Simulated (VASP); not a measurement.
# NaF (P6_3/mmc) in VASP: further runs, part 2 of 2

VASP 6.6.1.

### 4 Single point, PBE

INCAR reads:

```
SYSTEM = NaF
  PREC = Accurate
  ENCUT = 520
  EDIFF = 1E-6
  ISMEAR = 0
  SIGMA = 0.01
  LREAL = .False.
  LASPH = .True.
  NELM = 100
  ALGO = Normal
  ISIF = 2
  LWAVE = .False.
  LCHARG = .False.
  GGA = PE
  NBANDS = 22
```

KPOINTS reads:

```
regular mesh
0
Gamma
  6 6 4
  0 0 0
```

POSCAR reads:

```
NaF
1.0
    3.8680668438      0.0000000000      0.0000000000
   -1.9340334219      3.3498441503      0.0000000000
    0.0000000000      0.0000000000      4.5514116899
Na F
2 2
Direct
    0.3333333333      0.6666666667      0.2500000000
    0.6666666667      0.3333333333      0.7500000000
    0.6666666667      0.3333333333      0.2500000000
    0.3333333333      0.6666666667      0.7500000000
```

Potentials or basis: VASP PAW PBE potentials, release 64 (Na_pv, F).

On the command line:

```console
$ cat potpaw_PBE.64/Na_pv/POTCAR potpaw_PBE.64/F/POTCAR > POTCAR
$ mpirun -np 1 vasp_std > vasp.out
```

OUTCAR:

```text
SYSTEM = NaF
   PREC = Accurate
   ENCUT = 520
   EDIFF = 1E-6
   ISMEAR = 0
   LREAL = .False.
   LASPH = .True.
   NELM = 100
   ISIF = 2
   GGA = PE

 ion  position               nearest neighbor table
   1  0.333  0.667  0.250-   3 2.23   3 2.23   3 2.23   4 2.28   4 2.28
   2  0.667  0.333  0.750-   4 2.23   4 2.23   4 2.23   3 2.28   3 2.28
   3  0.667  0.333  0.250-   1 2.23   1 2.23   1 2.23   2 2.28   2 2.28
   4  0.333  0.667  0.750-   2 2.23   2 2.23   2 2.23   1 2.28   1 2.28

  LATTYP: Found a hexagonal cell.
 ALAT       =     3.8680668438
 C/A-ratio  =     1.1766631430

  Lattice vectors:

 A1 = (   3.8680668438,   0.0000000000,   0.0000000000)
 A2 = (  -1.9340334219,   3.3498441503,   0.0000000000)
 A3 = (   0.0000000000,   0.0000000000,   4.5514116899)

Analysis of symmetry for initial positions (statically):
=====================================================================
 Subroutine PRICEL returns:
 Original cell was already a primitive cell.

 Routine SETGRP: Setting up the symmetry group for a
 hexagonal supercell.

 Subroutine GETGRP returns: Found 24 space group operations
 (whereof 12 operations were pure point group operations)
 out of a pool of 24 trial point group operations.

The static configuration has the point symmetry D_3d.
 The point group associated with its full space group is D_6h.

Analysis of symmetry for dynamics (positions and initial velocities):
=====================================================================
 Subroutine PRICEL returns:
 Original cell was already a primitive cell.

 Routine SETGRP: Setting up the symmetry group for a
 hexagonal supercell.

 Subroutine GETGRP returns: Found 24 space group operations
 (whereof 12 operations were pure point group operations)
 out of a pool of 24 trial point group operations.

The dynamic configuration has the point symmetry D_3d.
 The point group associated with its full space group is D_6h.

 Subroutine INISYM returns: Found 24 space group operations
 (whereof 12 operations are pure point group operations),
 and found     1 'primitive' translations

----------------------------------------------------------------------------------------

                                     Primitive cell

  volume of cell :      58.9746

  direct lattice vectors                    reciprocal lattice vectors
     3.868066844  0.000000000  0.000000000     0.258527073  0.149260675  0.000000000
    -1.934033422  3.349844150  0.000000000     0.000000000  0.298521351  0.000000000
     0.000000000  0.000000000  4.551411690     0.000000000  0.000000000  0.219712052

  length of vectors
     3.868066844  3.868066844  4.551411690     0.298521351  0.298521351  0.219712052

  position of ions in fractional coordinates (direct lattice)
     0.333333333  0.666666667  0.250000000
     0.666666667  0.333333333  0.750000000
     0.666666667  0.333333333  0.250000000
     0.333333333  0.666666667  0.750000000

  ion indices of the primitive-cell ions
   primitive index   ion index
                 1           1
                 2           2
                 3           3
                 4           4

----------------------------------------------------------------------------------------

 KPOINTS: regular mesh

Automatic generation of k-mesh.
 Grid dimensions read from file:
 generate k-points for:    6    6    4

 Generating k-lattice:

  Cartesian coordinates                     Fractional coordinates (reciprocal lattice)
     0.043087846  0.024876779  0.000000000     0.166666667  0.000000000  0.000000000
     0.000000000  0.049753558  0.000000000     0.000000000  0.166666667  0.000000000
     0.000000000  0.000000000  0.054928013     0.000000000  0.000000000  0.250000000

  Length of vectors
     0.049753558  0.049753558  0.054928013

  Shift w.r.t. Gamma in fractional coordinates (k-lattice)
     0.000000000  0.000000000  0.000000000

 Subroutine IBZKPT returns following result:
 ===========================================

 Found     21 irreducible k-points:

 Following reciprocal coordinates:
            Coordinates               Weight
  0.000000  0.000000  0.000000      1.000000
  0.166667  0.000000  0.000000      6.000000
  0.333333  0.000000  0.000000      6.000000
  0.500000  0.000000  0.000000      3.000000
  0.166667  0.166667  0.000000      6.000000
  0.333333  0.166667  0.000000     12.000000
[... 13 lines left out ...]
  0.333333  0.166667  0.500000     12.000000
  0.333333  0.333333  0.500000      2.000000
   k-points           NKPTS =     21   k-points in BZ     NKDIM =     21   number of bands    NBANDS=     22
   number of dos      NEDOS =    301   number of ions     NIONS =      4
   total plane-waves  NPLWV =  32400
   dimension x,y,z NGX =    30 NGY =   30 NGZ =   36
   dimension x,y,z NGXF=    60 NGYF=   60 NGZF=   72
   ions per type =               2   2
   NGX,Y,Z   is equivalent  to a cutoff of  12.89, 12.89, 13.15 a.u.
   NGXF,Y,Z  is equivalent  to a cutoff of  25.79, 25.79, 26.30 a.u.
 SYSTEM =  NaF
   PREC   = accura    normal or accurate (medium, high low for compatibility)
   ISTART =      0    job   : 0-new  1-cont  2-samecut
   ICHARG =      2    charge: 1-file 2-atom 10-const
   ISPIN  =      1    spin polarized calculation?
   LNONCOLLINEAR =      F non collinear calculations
   LSORBIT =      F    spin-orbit coupling
   LASPH  =      T    aspherical Exc in radial PAW
   ENCUT  =  520.0 eV  38.22 Ry    6.18 a.u.   7.19  7.19  8.46*2*pi/ulx,y,z
   NELM   =    100;   NELMIN=  2; NELMDL= -5     # of ELM steps
   EDIFF  = 0.1E-05   stopping-criterion for ELM
   LREAL  =      F    real-space projection
   EDIFFG = 0.1E-04   stopping-criterion for IOM
   NSW    =      0    number of steps for IOM
   IBRION =     -1    ionic relax: 0-MD 1-quasi-New 2-CG
   NFREE  =      0    steps in history (QN), initial steepest desc. (CG)
   ISIF   =      2    stress and relaxation
   ISYM   =      2    0-nonsym 1-usesym 2-fastsym
   POTIM  = 0.5000    time-step for ionic-motion
   TEBEG  =    0.0;   TEEND  =   0.0 temperature during run
   PSTRESS=    0.0 pullay stress
   NELECT =      28.0000    total number of electrons
   NUPDOWN=      -1.0000    fix difference up-down
   EMIN   =  10.00;   EMAX   =-10.00  energy-range for DOS
   EFERMI =   0.00;   METHOD = LEGACY
   ISMEAR =     0;   SIGMA  =   0.01  broadening in eV -4-tet -1-fermi 0-gaus
   EFERMI_NEDOS =   21; number of points for ismear=-14 and -15
   IALGO  =     38    algorithm
   IMIX   =      4    mixing-type and parameters
     AMIX     =   0.40;   BMIX     =  1.00
     AMIX_MAG =   1.60;   BMIX_MAG =  1.00
  volume/ion in A,a.u.               =      14.74        99.49
  Fermi-wavevector in a.u.,A,eV,Ry     =   1.277142  2.413449 22.192359  1.631092
  Thomas-Fermi vector in A             =   2.409759
   LORBIT       =      0    0 simple, 1 ext, 2 COOP (PROOUT), +10 PAW based schemes
   GGA     = PE    functional components
   LHFCALC =     F    Hartree Fock is set to
   AEXX    =    0.0000 exact exchange contribution
   IVDW    =     0    specifies the selected vdW correction
   LEPSILON=     F    determine dielectric tensor
   LRPA    =     F    only Hartree local field effects (RPA)
 non-spin polarized calculation
 Gauss-broadening in eV      SIGMA  =   0.01
  energy-cutoff  :      520.00
  volume of cell :       58.97
 maximum number of plane-waves:      1604
 NGX is ok and might be reduce to    30
   NGX = 15   NGY = 15   NGZ = 17

 number of electron      27.9999991 magnetization

 Free energy of the ion-electron system (eV)
  ---------------------------------------------------
  ext. energy  EPLUGINS =         0.00000000
  ---------------------------------------------------
  free energy    TOTEN  =       -16.96462278 eV

  energy without entropy =      -16.96462278  energy(sigma->0) =      -16.96462278

 E-fermi :  -2.7485     XC(G=0):  -8.1539

 val. band max:       -2.7930673875   @ k =   0.0000   0.0000   0.0000
 cond. band min:       2.8845480556   @ k =   0.0000   0.0000   0.0000
 fundamental gap:      5.6776154430
 Fermi energy:        -2.7485333916

 k-point     1 :       0.0000    0.0000    0.0000
  band No.  band energies     occupation
      1     -21.9168      2.00000
      2     -21.8849      2.00000
      3     -21.8387      2.00000
      4     -21.8387      2.00000
      5     -21.7882      2.00000
      6     -21.7882      2.00000
[... 514 lines left out ...]
     21      17.2234      0.00000
     22      17.2234      0.00000

------------------------ aborting loop because EDIFF is reached ----------------------------------------

  FORCE on cell =-STRESS in cart. coord.  units (eV):
  Direction    XX          YY          ZZ          XY          YZ          ZX
  --------------------------------------------------------------------------------------
  -------------------------------------------------------------------------------------
  Total        0.8424109      0.8424109      1.0828350      0.0000000      0.0000000      0.0000000
  in kB       22.8859995     22.8859995     29.4176624      0.0000000      0.0000000      0.0000000
  external PRESSURE =      25.0632205 kB  Pullay stress =       0.0000000 kB

 VOLUME and BASIS-vectors are now :
 -----------------------------------------------------------------------------
  energy-cutoff  :      520.00
  volume of cell :       58.97
      direct lattice vectors                 reciprocal lattice vectors
     3.868066844  0.000000000  0.000000000     0.258527073  0.149260675  0.000000000
    -1.934033422  3.349844150  0.000000000     0.000000000  0.298521351  0.000000000
     0.000000000  0.000000000  4.551411690     0.000000000  0.000000000  0.219712052

 POSITION                                       TOTAL-FORCE (eV/Angst)
 -----------------------------------------------------------------------------------
     -0.00000      2.23323      1.13785         0.000000      0.000000      0.000000
      1.93403      1.11661      3.41356        -0.000000     -0.000000     -0.000000
      1.93403      1.11661      1.13785        -0.000000      0.000000      0.000000
     -0.00000      2.23323      3.41356        -0.000000      0.000000     -0.000000
 -----------------------------------------------------------------------------------
    total drift:                                0.000000      0.000000     -0.000000

  FREE ENERGIE OF THE ION-ELECTRON SYSTEM (eV)
  ---------------------------------------------------
  free  energy   TOTEN  =       -16.9646227839 eV

  energy  without entropy=      -16.9646227839  energy(sigma->0) =      -16.96462278
```

OSZICAR:

```text
N       E                     dE             d eps       ncg     rms          rms(c)
DAV:   1     0.313552599817E+03    0.31355E+03   -0.15177E+04   936   0.152E+03
DAV:   2     0.722485451873E+01   -0.30633E+03   -0.28866E+03  1026   0.442E+02
DAV:   3    -0.186888753950E+02   -0.25914E+02   -0.25791E+02  1128   0.129E+02
DAV:   4    -0.191770746962E+02   -0.48820E+00   -0.48811E+00   984   0.200E+01
DAV:   5    -0.191864848674E+02   -0.94102E-02   -0.94099E-02  1086   0.260E+00    0.823E+00
DAV:   6    -0.169892902058E+02    0.21972E+01   -0.84480E+00  1344   0.201E+01    0.277E+00
DAV:   7    -0.169507599953E+02    0.38530E-01   -0.89152E-02   960   0.263E+00    0.165E+00
DAV:   8    -0.169589725985E+02   -0.82126E-02   -0.72017E-02   952   0.407E+00    0.253E-01
DAV:   9    -0.169644013032E+02   -0.54287E-02   -0.15047E-02  1004   0.871E-01    0.182E-01
DAV:  10    -0.169645925726E+02   -0.19127E-03   -0.33290E-03  1132   0.633E-01    0.240E-02
DAV:  11    -0.169646091307E+02   -0.16558E-04   -0.10616E-04  1056   0.932E-02    0.811E-03
DAV:  12    -0.169646227609E+02   -0.13630E-04   -0.25014E-05   948   0.391E-02    0.444E-03
DAV:  13    -0.169646227839E+02   -0.23078E-07   -0.32049E-06   900   0.247E-02
   1 F= -.16964623E+02 E0= -.16964623E+02  d E =-.954555E-13
```

stdout:

```text
POSCAR found type information on POSCAR NaF
 POSCAR found :  2 types and       4 ions
 scaLAPACK will be used
 LDA part: xc-table for (Slater+PW92), standard interpolation
 POSCAR, INCAR and KPOINTS ok, starting setup
 FFT: planning ... GRIDC
 FFT: planning ... GRID_SOFT
 FFT: planning ... GRID
 WAVECAR not read
 entering main loop
```

It took 34 s on 1 thread of AMD EPYC 7R13 (Zen 3), shared host; peak memory 0.14 GiB.

Results:

- Free energy: -16.9646 eV
- Pressure: 2.5 GPa
- Band gap on the k mesh: 5.68 eV, direct

Expect the measured gap to be larger: semilocal functionals such as PBE lack the derivative discontinuity.

### 5 Single point, r2SCAN

POSCAR is that of step 4.

INCAR.step1 reads:

```
PREC = Accurate ; ENCUT = 520
ISMEAR = 0 ; SIGMA = 0.01
LREAL = False ; LASPH = True
NELM = 100 ; NBANDS = 22
GGA = PE ; ALGO = Normal
EDIFF = 1E-4 ; LWAVE = True
LCHARG = False
```

INCAR.step2 reads:

```
PREC = Accurate ; ENCUT = 520
EDIFF = 1E-7 ; ISMEAR = 0
SIGMA = 0.01 ; LREAL = False
LASPH = True ; NELM = 100
ALGO = Normal ; ISIF = 2
LWAVE = False ; LCHARG = True
METAGGA = R2SCAN ; LMIXTAU = True
LELF = True ; LVHAR = True
NBANDS = 22 ; ISTART = 1
```

KPOINTS reads:

```
regular mesh
0
Gamma
  6 6 4
```

Potentials or basis: VASP PAW PBE potentials, release 64 (Na_pv, F).

On the command line:

```console
$ cat potpaw_PBE.64/Na_pv/POTCAR potpaw_PBE.64/F/POTCAR > POTCAR
$ cp INCAR.step1 INCAR
$ mpirun -np 1 vasp_std > vasp.out
$ cp INCAR.step2 INCAR
$ mpirun -np 1 vasp_std > vasp.out
```

OUTCAR:

```text
PREC = Accurate
   ENCUT = 520
   EDIFF = 1E-7
   ISMEAR = 0
   LREAL = False
   LASPH = True
   NELM = 100
   ISIF = 2
   METAGGA = R2SCAN
   ISTART = 1

 ion  position               nearest neighbor table
   1  0.333  0.667  0.250-   3 2.23   3 2.23   3 2.23   4 2.28   4 2.28
   2  0.667  0.333  0.750-   4 2.23   4 2.23   4 2.23   3 2.28   3 2.28
   3  0.667  0.333  0.250-   1 2.23   1 2.23   1 2.23   2 2.28   2 2.28
   4  0.333  0.667  0.750-   2 2.23   2 2.23   2 2.23   1 2.28   1 2.28

[... 720 lines left out ...]

  FORCE on cell =-STRESS in cart. coord.  units (eV):
  Direction    XX          YY          ZZ          XY          YZ          ZX
  --------------------------------------------------------------------------------------
  -------------------------------------------------------------------------------------
  Total       -0.2020747     -0.2020747     -0.1750772     -0.0000000     -0.0000000     -0.0000000
  in kB       -5.4898156     -5.4898156     -4.7563674     -0.0000000     -0.0000000     -0.0000000
  external PRESSURE =      -5.2453328 kB  Pullay stress =       0.0000000 kB

 VOLUME and BASIS-vectors are now :
 -----------------------------------------------------------------------------
  energy-cutoff  :      520.00
  volume of cell :       58.97
      direct lattice vectors                 reciprocal lattice vectors
     3.868066844  0.000000000  0.000000000     0.258527073  0.149260675  0.000000000
    -1.934033422  3.349844150  0.000000000     0.000000000  0.298521351  0.000000000
     0.000000000  0.000000000  4.551411690     0.000000000  0.000000000  0.219712052

 POSITION                                       TOTAL-FORCE (eV/Angst)
 -----------------------------------------------------------------------------------
     -0.00000      2.23323      1.13785         0.000000     -0.000000     -0.000000
      1.93403      1.11661      3.41356        -0.000000      0.000000     -0.000000
      1.93403      1.11661      1.13785        -0.000000     -0.000000      0.000000
     -0.00000      2.23323      3.41356        -0.000000      0.000000      0.000000
 -----------------------------------------------------------------------------------
    total drift:                                0.000000      0.000000     -0.000000

  FREE ENERGIE OF THE ION-ELECTRON SYSTEM (eV)
  ---------------------------------------------------
  free  energy   TOTEN  =       -24.9419398981 eV

  energy  without entropy=      -24.9419398981  energy(sigma->0) =      -24.94193990
```

OSZICAR.step1:

```text
N       E                     dE             d eps       ncg     rms          rms(c)
DAV:   1     0.313552599817E+03    0.31355E+03   -0.15177E+04   936   0.152E+03
DAV:   2     0.722485451873E+01   -0.30633E+03   -0.28866E+03  1026   0.442E+02
DAV:   3    -0.186888753950E+02   -0.25914E+02   -0.25791E+02  1128   0.129E+02
DAV:   4    -0.191770746962E+02   -0.48820E+00   -0.48811E+00   984   0.200E+01
DAV:   5    -0.191864848674E+02   -0.94102E-02   -0.94099E-02  1086   0.260E+00    0.823E+00
DAV:   6    -0.169892902058E+02    0.21972E+01   -0.84480E+00  1344   0.201E+01    0.277E+00
DAV:   7    -0.169507599953E+02    0.38530E-01   -0.89152E-02   960   0.263E+00    0.165E+00
DAV:   8    -0.169589725985E+02   -0.82126E-02   -0.72017E-02   952   0.407E+00    0.253E-01
DAV:   9    -0.169644013032E+02   -0.54287E-02   -0.15047E-02  1004   0.871E-01    0.182E-01
DAV:  10    -0.169645905025E+02   -0.18920E-03   -0.33083E-03   996   0.633E-01    0.242E-02
DAV:  11    -0.169646089981E+02   -0.18496E-04   -0.12709E-04  1030   0.994E-02
   1 F= -.16964609E+02 E0= -.16964609E+02  d E =-.134496E-12
```

Wall time 2.5 min (1 thread of AMD EPYC 7R13 (Zen 3), shared host); peak memory 0.15 GiB.

Results:

```
Free energy            : -24.9419 eV
Pressure               : -0.5 GPa
Band gap on the k mesh : 6.35 eV, direct
```

Caveat: the PAW data sets were made with another functional, which shifts forces and pressure a little.

### 6 The runs side by side

| level | potentials or basis | gap on the mesh (eV) | pressure (GPa) |
| --- | --- | --- | --- |
| PBE | VASP PAW PBE potentials, release 64 (Na_pv, F) | 5.68 | 2.5 |
| LDA | VASP PAW LDA potentials, release 64 (Na_pv, F) | 5.37 | -2.6 |
| r2SCAN | VASP PAW PBE potentials, release 64 (Na_pv, F) | 6.35 | -0.5 |

Alike in all rows: task single point; no spin polarisation; cell as given; k mesh 6 × 6 × 4; cutoff (eV) 520; smearing gaussian 0.01 eV.

Caveats: the PAW data sets were made with another functional, which shifts forces and pressure a little (some runs).

Absolute energies hang on the potentials; compare differences alone.
